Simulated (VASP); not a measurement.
Wanted: the native input for a VASP 6.6.1 run.

* Task: single point
* Functional: LDA
* Potentials or basis: VASP PAW LDA potentials, release 64 (Pt, S)
* Cutoff: 520 eV
* k mesh: 7 × 7 × 5
* Occupations: methfessel-paxton, width 0.05 eV
* Spin: no spin polarisation
* Dipole correction: no
* Further INCAR settings: ALGO = Normal; EDIFF = 1e-06; NBANDS = 18

The structure of PtS2 lies in POSCAR:

```
PtS2
1.0
    3.5432000000      0.0000000000      0.0000000000
   -1.7716000000      3.0685012107      0.0000000000
    0.0000000000      0.0000000000      5.0388000000
Pt S
1 2
Direct
    0.0000000000      0.0000000000      0.0000000000
    0.6666666667      0.3333333333      0.7730000000
    0.3333333333      0.6666666667      0.2270000000
```

These files were run (other wordings do the same):

INCAR

```
SYSTEM = PtS2
  PREC = Accurate
  ENCUT = 520
  EDIFF = 1E-6
  ISMEAR = 1
  SIGMA = 0.05
  LREAL = .False.
  LASPH = .True.
  NELM = 100
  ALGO = Normal
  ISIF = 2
  LWAVE = .False.
  LCHARG = .False.
  NBANDS = 18
```

KPOINTS

```
Automatic mesh
0
Gamma
  7 7 5
  0 0 0
```

Potentials or basis: VASP PAW LDA potentials, release 64 (Pt, S).

Launch:

```console
$ cat potpaw_LDA.64/Pt/POTCAR potpaw_LDA.64/S/POTCAR > POTCAR
$ mpirun -np 1 vasp_std > vasp.out
```

Results of the run:

| Item | Value |
| --- | --- |
| Pressure | 3.5 GPa |
| Largest force | 0.808 eV/Å |
| Band gap on the k mesh | 0.77 eV, indirect (least direct gap 1.05 eV) |

Caveat: spin-orbit coupling is left out, which moves the levels of the heavy elements.

Wall time 25 s on 1 thread of Intel Xeon 6975P-C, with other jobs on the host, peak memory 0.17 GiB.
